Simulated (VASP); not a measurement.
C: single point with LDA

The system is C.

```
C
1.0
     1.22803    0.70900    3.34701
    -1.22803    0.70900    3.34701
     0.00000   -1.41800    3.34701
C
2
Direct
  0.17894 0.17894 0.17894
  0.83600 0.83600 0.83600
```

This cell differs from its parent crystal: atom 1 (C) moved by (+0.000, +0.150) A along [1 1 0] and z.

```json
{"Program": "VASP 6.6.1", "Task": "single point", "Functional": "LDA", "Potentials or basis": "VASP PAW LDA potentials, release 64 (C)", "Cutoff": "520 eV", "k mesh": "12 × 12 × 12", "Occupations": "gaussian, width 0.05 eV", "Spin": "no spin polarisation", "Dipole correction": "no", "Further INCAR settings": "ALGO = Normal; EDIFF = 1e-06; NBANDS = 11"}
```

```json
{"Pressure": "-3.7 GPa", "Largest force": "1.697 eV/Å"}
```

Forces on the atoms (eV/Å):
```
C    0.000  0.000 -1.697
C    0.000  0.000  1.697
```

Stress tensor (GPa, compression positive):
```
-4.63  0.00  0.00
 0.00 -4.63  0.00
 0.00  0.00 -1.87
```

Run time: 20 s on 1 thread of Intel(R) Xeon(R) 6975P-C (Granite Rapids), with other jobs on the host, peak memory 0.15 GiB.

Caveat: the cell differs from its parent crystal (atom 1 (C) moved by (+0.000, +0.150) A along [1 1 0] and z); the cell stands under tension; forces of over 1 eV/Å act on the atoms, so gaps and moduli don't describe the material at rest.
